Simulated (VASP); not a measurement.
Set up this calculation in VASP 6.6.1, as the native input.

- Task: relaxation of the atoms
- Functional: LDA
- Potentials or basis: VASP PAW LDA potentials, release 64 (Al)
- Cutoff: 520 eV
- k mesh: 12 × 12 × 1
- Occupations: gaussian, width 0.1 eV
- Spin: no spin polarisation
- Dipole correction: yes
- Atoms held fixed (from 0): [0]
- Further INCAR settings: ALGO = Normal; EDIFF = 1e-06; IBRION = 2; EDIFFG = -0.03; NSW = 70

The structure of Al lies in POSCAR:

```
Al
1.0
    2.8171865510      0.0000000000      0.0000000000
   -1.4085932755      2.4397551204      0.0000000000
    0.0000000000      0.0000000000     18.6004463734
Al
3
Selective dynamics
Direct
    0.6666666667      0.3333333333      0.3763350545  F F F
    0.3333333333      0.6666666667      0.5000000000  T T T
    0.0000000000      0.0000000000      0.6236649455  T T T
```

One way to write it, as run:

INCAR

```
PREC     = Accurate       # precision mode
ENCUT    = 520            # plane-wave cutoff, eV
EDIFF    = 1E-6           # SCF threshold, eV
ISMEAR   = 0              # smearing method
SIGMA    = 0.1            # smearing width, eV
LREAL    = F              # projectors in reciprocal space
LASPH    = T              # aspherical terms in the spheres
NELM     = 80             # most SCF steps
ALGO     = Normal         # electronic algorithm
ISIF     = 2              # what is computed and relaxed
LWAVE    = F              # write WAVECAR
LCHARG   = F              # write CHGCAR
LDIPOL   = T            
IDIPOL   = 3            
DIPOL    = 0.5 0.5 0.500
GGA      = CA             # functional
IBRION   = 2              # ionic algorithm
NSW      = 70             # ionic steps
EDIFFG   = -0.03          # ionic threshold
```

KPOINTS

```
Automatic mesh
0
Gamma
  12 12 1
```

Potentials or basis: VASP PAW LDA potentials, release 64 (Al).

The run is started by

```bash
$ cat potpaw_LDA.64/Al/POTCAR > POTCAR
$ mpirun -np 1 vasp_std > vasp.out
```

Results of the run:

```
Energy gained by relaxing : 1.4 meV/atom
Ionic steps               : 8
Band gap on the k mesh    : zero (an odd number of electrons rules out a gap without spin polarisation)
```

Wall time 3.3 min on 1 thread of AMD EPYC 7R13 (shared host), peak memory 0.17 GiB.
